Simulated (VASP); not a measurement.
Set up this calculation in VASP 6.6.1, as the native input.

```yaml
Task: single point
Functional: r2SCAN
Potentials_or_basis: VASP PAW PBE potentials, release 64 (O, C)
Cutoff: 520 eV
k_mesh: 8 × 8 × 4
Occupations: fermi-dirac, width 0.05 eV
Spin: no spin polarisation
Dipole_correction: no
Further_INCAR_settings: ALGO = Normal; EDIFF = 1e-06; NBANDS = 25
```

CO2:

```
O C
1.0
     2.63591   -2.38738    0.00000
     2.63591    2.38738    0.00000
     0.00000    0.00000    6.58717
O C
4 2
Direct
  0.30651 0.69349 0.60816
  0.69349 0.30651 0.39184
  0.19349 0.80651 0.10816
  0.80651 0.19349 0.89184
  0.50000 0.50000 0.50000
  0.00000 0.00000 0.00000
```

One way to write it, as run:

POSCAR

```
CO2
1.0
    2.6359112300     -2.3873781200      0.0000000000
    2.6359112300      2.3873781200      0.0000000000
    0.0000000000      0.0000000000      6.5871749100
O C
4 2
Direct
    0.3065085700      0.6934914300      0.6081566100
    0.6934914300      0.3065085700      0.3918433900
    0.1934914300      0.8065085700      0.1081566100
    0.8065085700      0.1934914300      0.8918433900
    0.5000000000      0.5000000000      0.5000000000
    0.0000000000      0.0000000000      0.0000000000
```

INCAR.step1

```
SYSTEM = CO2
PREC = Accurate
ENCUT = 520
ISMEAR = -1
SIGMA = 0.05
LREAL = .FALSE.
LASPH = .TRUE.
NELM = 100
NBANDS = 25
GGA = PE
ALGO = Normal
EDIFF = 1E-4
LWAVE = .TRUE.
LCHARG = .FALSE.
```

INCAR.step2

```
SYSTEM = CO2
PREC = Accurate
ENCUT = 520
EDIFF = 1E-6
ISMEAR = -1
SIGMA = 0.05
LREAL = .FALSE.
LASPH = .TRUE.
NELM = 100
ALGO = Normal
ISIF = 2
LWAVE = .FALSE.
LCHARG = .FALSE.
METAGGA = R2SCAN
LMIXTAU = .TRUE.
NBANDS = 25
ISTART = 1
```

KPOINTS

```
regular mesh
0
G
  8 8 4
  0 0 0
```

Potentials or basis: VASP PAW PBE potentials, release 64 (O, C).

The run is started by

```console
$ cat potpaw_PBE.64/O/POTCAR potpaw_PBE.64/C/POTCAR > POTCAR
$ cp INCAR.step1 INCAR
$ mpirun -np 1 vasp_std > vasp.out
$ cp INCAR.step2 INCAR
$ mpirun -np 1 vasp_std > vasp.out
```

It gave:

```json
{
  "Pressure": "0.4 GPa",
  "Largest force": "0.055 eV/Å",
  "Band gap on the k mesh": "7.22 eV, indirect (least direct gap 7.79 eV)"
}
```

Caveat: the PAW data sets were made with another functional, which shifts forces and pressure a little.

It took 3.1 min on 1 thread of Intel(R) Xeon(R) 6975P-C (Granite Rapids), with other jobs on the host, peak memory 0.25 GiB.
